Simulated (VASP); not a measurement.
# Ni in VASP: single point with PBE

Aim: the single point of Ni with PBE.

All numbers are computed with VASP 6.6.1; they aren't measurements. Logs are shortened: lines on timing, memory, paths and dates and some standing lists are left out, and cuts for length are marked.

## (1) The cell of the first run

The cell holds a cluster in a box, 1 atom: a = 10.000 Å, b = 10.000 Å, c = 10.000 Å, α = 90.00°, β = 90.00°, γ = 90.00°.

## (2) Single point, PBE, collinear spin, ferromagnetic start

Contents of INCAR:

```
SYSTEM = Ni
ALGO = Normal
EDIFF = 1E-6
ENCUT = 520
GGA = PE
GGA_COMPAT = .FALSE.
ISIF = 2
ISMEAR = -1
ISPIN = 2
LASPH = .TRUE.
LCHARG = .FALSE.
LMAXMIX = 4
LORBIT = 11
LREAL = .FALSE.
LWAVE = .FALSE.
MAGMOM = 2
NBANDS = 15
NELM = 200
PREC = Accurate
SIGMA = 0.1
```

Contents of KPOINTS:

```
k-points
0
G
  1 1 1
  0 0 0
```

Contents of POSCAR:

```
Ni
1.0
   10.0000000000      0.0000000000      0.0000000000
    0.0000000000     10.0000000000      0.0000000000
    0.0000000000      0.0000000000     10.0000000000
Ni
1
Direct
    0.0000000000      0.0000000000      0.0000000000
```

Potentials or basis: VASP PAW PBE potentials, release 64 (Ni).

Command:

```bash
$ cat potpaw_PBE.64/Ni/POTCAR > POTCAR
$ mpirun -np 1 vasp_gam > vasp.out
```

OUTCAR:

```text
SYSTEM = Ni
   EDIFF = 1E-6
   ENCUT = 520
   GGA = PE
   ISIF = 2
   ISMEAR = -1
   ISPIN = 2
   LASPH = .TRUE.
   LORBIT = 11
   LREAL = .FALSE.
   NELM = 200
   PREC = Accurate

 ion  position               nearest neighbor table
   1  0.000  0.000  0.000-

  LATTYP: Found a simple cubic cell.
 ALAT       =    10.0000000000

  Lattice vectors:

 A1 = (  10.0000000000,   0.0000000000,   0.0000000000)
 A2 = (   0.0000000000,  10.0000000000,   0.0000000000)
 A3 = (   0.0000000000,   0.0000000000,  10.0000000000)

Analysis of symmetry for initial positions (statically):
=====================================================================
 Subroutine PRICEL returns:
 Original cell was already a primitive cell.

 Routine SETGRP: Setting up the symmetry group for a
 simple cubic supercell.

 Subroutine GETGRP returns: Found 48 space group operations
 (whereof 48 operations were pure point group operations)
 out of a pool of 48 trial point group operations.

The static configuration has the point symmetry O_h .

Analysis of symmetry for dynamics (positions and initial velocities):
=====================================================================
 Subroutine PRICEL returns:
 Original cell was already a primitive cell.

 Routine SETGRP: Setting up the symmetry group for a
 simple cubic supercell.

 Subroutine GETGRP returns: Found 48 space group operations
 (whereof 48 operations were pure point group operations)
 out of a pool of 48 trial point group operations.

The dynamic configuration has the point symmetry O_h .

Analysis of structural, dynamic, and magnetic symmetry:
=====================================================================
 Subroutine PRICEL returns:
 Original cell was already a primitive cell.

 Routine SETGRP: Setting up the symmetry group for a
 simple cubic supercell.

 Subroutine GETGRP returns: Found 48 space group operations
 (whereof 48 operations were pure point group operations)
 out of a pool of 48 trial point group operations.

The overall configuration has the point symmetry O_h .

 Subroutine INISYM returns: Found 48 space group operations
 (whereof 48 operations are pure point group operations),
 and found     1 'primitive' translations

----------------------------------------------------------------------------------------

                                     Primitive cell

  volume of cell :    1000.0000

  direct lattice vectors                    reciprocal lattice vectors
    10.000000000  0.000000000  0.000000000     0.100000000  0.000000000  0.000000000
     0.000000000 10.000000000  0.000000000     0.000000000  0.100000000  0.000000000
     0.000000000  0.000000000 10.000000000     0.000000000  0.000000000  0.100000000

  length of vectors
    10.000000000 10.000000000 10.000000000     0.100000000  0.100000000  0.100000000

  position of ions in fractional coordinates (direct lattice)
     0.000000000  0.000000000  0.000000000

  ion indices of the primitive-cell ions
   primitive index   ion index
                 1           1

----------------------------------------------------------------------------------------

 KPOINTS: k-points

Automatic generation of k-mesh.
 Grid dimensions read from file:
 generate k-points for:    1    1    1

 Generating k-lattice:

  Cartesian coordinates                     Fractional coordinates (reciprocal lattice)
     0.100000000  0.000000000  0.000000000     1.000000000  0.000000000  0.000000000
     0.000000000  0.100000000  0.000000000     0.000000000  1.000000000  0.000000000
     0.000000000  0.000000000  0.100000000     0.000000000  0.000000000  1.000000000

  Length of vectors
     0.100000000  0.100000000  0.100000000

  Shift w.r.t. Gamma in fractional coordinates (k-lattice)
     0.000000000  0.000000000  0.000000000

 Subroutine IBZKPT returns following result:
 ===========================================

 Found      1 irreducible k-points:

 Following reciprocal coordinates:
            Coordinates               Weight
  0.000000  0.000000  0.000000      1.000000
   k-points           NKPTS =      1   k-points in BZ     NKDIM =      1   number of bands    NBANDS=     15
   number of dos      NEDOS =    301   number of ions     NIONS =      1
   total plane-waves  NPLWV = 512000
   dimension x,y,z NGX =    80 NGY =   80 NGZ =   80
   dimension x,y,z NGXF=   160 NGYF=  160 NGZF=  160
   ions per type =               1
   NGX,Y,Z   is equivalent  to a cutoff of  13.30, 13.30, 13.30 a.u.
   NGXF,Y,Z  is equivalent  to a cutoff of  26.60, 26.60, 26.60 a.u.
 SYSTEM =  Ni
   PREC   = accura    normal or accurate (medium, high low for compatibility)
   ISTART =      0    job   : 0-new  1-cont  2-samecut
   ICHARG =      2    charge: 1-file 2-atom 10-const
   ISPIN  =      2    spin polarized calculation?
   LNONCOLLINEAR =      F non collinear calculations
   LSORBIT =      F    spin-orbit coupling
   LASPH  =      T    aspherical Exc in radial PAW
   ENCUT  =  520.0 eV  38.22 Ry    6.18 a.u.  18.59 18.59 18.59*2*pi/ulx,y,z
   NELM   =    200;   NELMIN=  2; NELMDL= -5     # of ELM steps
   EDIFF  = 0.1E-05   stopping-criterion for ELM
   LREAL  =      F    real-space projection
   EDIFFG = 0.1E-04   stopping-criterion for IOM
   NSW    =      0    number of steps for IOM
   IBRION =     -1    ionic relax: 0-MD 1-quasi-New 2-CG
   NFREE  =      0    steps in history (QN), initial steepest desc. (CG)
   ISIF   =      2    stress and relaxation
   ISYM   =      2    0-nonsym 1-usesym 2-fastsym
   POTIM  = 0.5000    time-step for ionic-motion
   TEBEG  =    0.0;   TEEND  =   0.0 temperature during run
   PSTRESS=    0.0 pullay stress
   NELECT =      10.0000    total number of electrons
   NUPDOWN=      -1.0000    fix difference up-down
   EMIN   =  10.00;   EMAX   =-10.00  energy-range for DOS
   EFERMI =   0.00;   METHOD = LEGACY
   ISMEAR =    -1;   SIGMA  =   0.10  broadening in eV -4-tet -1-fermi 0-gaus
   EFERMI_NEDOS =   21; number of points for ismear=-14 and -15
   IALGO  =     38    algorithm
   IMIX   =      4    mixing-type and parameters
     AMIX     =   0.40;   BMIX     =  1.00
     AMIX_MAG =   1.60;   BMIX_MAG =  1.00
  volume/ion in A,a.u.               =    1000.00      6748.33
  Fermi-wavevector in a.u.,A,eV,Ry     =   0.352702  0.666511  1.692549  0.124399
  Thomas-Fermi vector in A             =   1.266362
   LORBIT       =     11    0 simple, 1 ext, 2 COOP (PROOUT), +10 PAW based schemes
   GGA     = PE    functional components
   LHFCALC =     F    Hartree Fock is set to
   AEXX    =    0.0000 exact exchange contribution
   IVDW    =     0    specifies the selected vdW correction
   LEPSILON=     F    determine dielectric tensor
   LRPA    =     F    only Hartree local field effects (RPA)
 spin polarized calculation
  energy-cutoff  :      520.00
  volume of cell :     1000.00
 maximum number of plane-waves:     13481
 NGX is ok and might be reduce to    80
   NGX = 37   NGY = 37   NGZ = 37

 number of electron      10.0000000 magnetization       2.0000000

 number of electron       9.9999993 magnetization       1.9997185

 Free energy of the ion-electron system (eV)
  ---------------------------------------------------
  ext. energy  EPLUGINS =         0.00000000
  ---------------------------------------------------
  free energy    TOTEN  =        -0.82531399 eV

  energy without entropy =       -0.52740713  energy(sigma->0) =       -0.67636056

 E-fermi :  -4.0423     XC(G=0):  -0.9116

 val. band max:       -4.1682816015   @ k =   0.0000   0.0000   0.0000
 cond. band min:      -3.8278238481   @ k =   0.0000   0.0000   0.0000
 fundamental gap:      0.3404577534
 Fermi energy:        -4.0423048659

 spin component 1

 k-point     1 :       0.0000    0.0000    0.0000
  band No.  band energies     occupation
      1      -5.3352      1.00000
      2      -5.3352      1.00000
      3      -5.3349      1.00000
      4      -5.3349      1.00000
      5      -5.3349      1.00000
      6      -4.8356      0.99964
      7      -0.8092      0.00000
      8      -0.8092      0.00000
      9      -0.8092      0.00000
     10      -0.2674      0.00000
     11       0.8715      0.00000
     12       0.8715      0.00000
     13       1.5664      0.00000
     14       1.5664      0.00000
     15       1.5664      0.00000
 Fermi energy:        -4.0423048659

 spin component 2

 k-point     1 :       0.0000    0.0000    0.0000
  band No.  band energies     occupation
      1      -4.1684      0.77919
      2      -4.1684      0.77919
      3      -4.1684      0.77919
      4      -4.1683      0.77899
      5      -4.1683      0.77899
      6      -3.8278      0.10482
      7      -0.0893      0.00000
      8      -0.0893      0.00000
      9      -0.0893      0.00000
     10       0.0020      0.00000
     11       1.1684      0.00000
     12       1.1684      0.00000
     13       1.8460      0.00000
     14       1.8460      0.00000
     15       1.8460      0.00000

------------------------ aborting loop because EDIFF is reached ----------------------------------------

  FORCE on cell =-STRESS in cart. coord.  units (eV):
  Direction    XX          YY          ZZ          XY          YZ          ZX
  --------------------------------------------------------------------------------------
  -------------------------------------------------------------------------------------
  Total       -0.0074811     -0.0074811     -0.0074811      0.0000000      0.0000000      0.0000000
  in kB       -0.0119860     -0.0119860     -0.0119860      0.0000000      0.0000000      0.0000000
  external PRESSURE =      -0.0119860 kB  Pullay stress =       0.0000000 kB

 VOLUME and BASIS-vectors are now :
 -----------------------------------------------------------------------------
  energy-cutoff  :      520.00
  volume of cell :     1000.00
      direct lattice vectors                 reciprocal lattice vectors
    10.000000000  0.000000000  0.000000000     0.100000000  0.000000000  0.000000000
     0.000000000 10.000000000  0.000000000     0.000000000  0.100000000  0.000000000
     0.000000000  0.000000000 10.000000000     0.000000000  0.000000000  0.100000000

 POSITION                                       TOTAL-FORCE (eV/Angst)
 -----------------------------------------------------------------------------------
      0.00000      0.00000      0.00000         0.000000      0.000000      0.000000
 -----------------------------------------------------------------------------------
    total drift:                               -0.000000      0.000000     -0.000000

  FREE ENERGIE OF THE ION-ELECTRON SYSTEM (eV)
  ---------------------------------------------------
  free  energy   TOTEN  =        -0.8253139912 eV

  energy  without entropy=       -0.5274071333  energy(sigma->0) =       -0.67636056

 total charge

# of ion       s       p       d       tot
------------------------------------------
    1        0.399   0.000   8.374   8.773

 magnetization (x)

# of ion       s       p       d       tot
------------------------------------------
    1        0.327   0.000   1.046   1.373
```

It took 2.5 min on 1 thread of Intel Xeon Platinum 8259CL at 2.50GHz (Skylake/Cascade Lake), shared host; peak memory 1.2 GiB.

What came out:

```
Free energy                                           : -0.8253 eV
Gap between the frontier levels                       : zero (filled and empty bands touch)
Net moment                                            : 2.00 μB per cell
Site moments                                          : Ni +1.37 μB
Valence electrons inside the program's atomic spheres : Ni 8.77
```
